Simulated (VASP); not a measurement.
A run of VASP 6.6.1:

Contents of INCAR:

```
SYSTEM = InO3
  ALGO = Normal
  EDIFF = 1E-6
  ENCUT = 520
  GGA = PE
  ISIF = 2
  ISMEAR = -1
  LASPH = .TRUE.
  LCHARG = .FALSE.
  LREAL = .FALSE.
  LWAVE = .FALSE.
  NBANDS = 24
  NELM = 60
  PREC = Accurate
  SIGMA = 0.06122561905347299
```

Contents of KPOINTS:

```
k-points
0
G
  9 9 9
  0 0 0
```

POSCAR

```
InO3
1.0
    4.2404344675      0.0000000000      0.0000000000
    0.0000000000      4.2404344675      0.0000000000
    0.0000000000      0.0000000000      4.2404344675
In O
1 3
Direct
    0.0000000000      0.0000000000      0.0000000000
    0.5000000000      0.0000000000      0.0000000000
    0.0000000000      0.5000000000      0.0000000000
    0.0000000000      0.0000000000      0.5000000000
```

Potentials or basis: VASP PAW PBE potentials, release 64 (In_d, O).

The run is started by

```bash
$ cat potpaw_PBE.64/In_d/POTCAR potpaw_PBE.64/O/POTCAR > POTCAR
$ mpirun -np 1 vasp_std > vasp.out
```

Hardware: 1 thread of Intel Xeon 8259CL, with other jobs on the host.

Task: Estimate the wall time of this run.

Result: It took 61 s on 1 thread of Intel Xeon 8259CL, with other jobs on the host, peak memory 0.2 GiB. Counts: scf iterations 13, k points 35.
